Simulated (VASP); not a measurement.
The system is Sr3BiP.

```
Sr Bi P
1.0
     5.77675    0.00000    0.00000
     0.00000    5.77675    0.00000
     0.00000    0.00000    5.77675
Sr Bi P
3 1 1
Direct
  0.00000 0.50000 0.50000
  0.50000 0.00000 0.50000
  0.50000 0.50000 0.00000
  0.00000 0.00000 0.00000
  0.50000 0.50000 0.50000
```

Base run:

```yaml
Program: VASP 6.6.1
Functional: BLYP
Potentials_or_basis: VASP PAW PBE potentials, release 64 (Sr_sv, Bi_d, P)
Cutoff: 520 eV
k_mesh: 4 × 4 × 4
Occupations: methfessel-paxton, width 0.1 eV
Spin: no spin polarisation
```

Its results: pressure 1.2 GPa.

**Question.** The run is repeated on the same cell with these changes: functional from BLYP to r2SCAN; occupations from methfessel-paxton, width 0.1 eV to methfessel-paxton, width 0.0515 eV. What comes out?

**Answer.** Pressure -0.3 GPa.

Caveats: the PAW data sets were made with another functional, which shifts forces and pressure a little.
